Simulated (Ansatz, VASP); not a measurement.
Two plane-wave programs on Sn

```xyz
2
Lattice="0.0000 3.2841 3.2841 3.2841 0.0000 3.2841 3.2841 3.2841 0.0000" Properties=species:S:1:pos:R:3 pbc="T T T"
Sn    3.2841    3.2841    3.2841
Sn    4.9261    4.9261    4.9261
```

Alike in both runs: task single point; functional r2SCAN; k mesh 2 × 2 × 2; occupations fermi-dirac, width 0.1 eV; no spin polarisation.

|  | VASP | Ansatz |
| --- | --- | --- |
| version | VASP 6.6.1 | Ansatz 0.2.0 |
| potentials or method | VASP PAW PBE potentials, release 64 (Sn_d), cutoff 520 eV | plane waves (500 eV) with PAW, scalar-relativistic |
| valence electrons in the cell | 28 | 28 |

Ansatz gave:

- pressure (GPa): 7.9

Which values does VASP return?

Pressure (GPa): 7.8.

VASP's potentials were made for PBE, not for r2SCAN.

The k mesh is coarse, so the values compare programs but aren't converged.
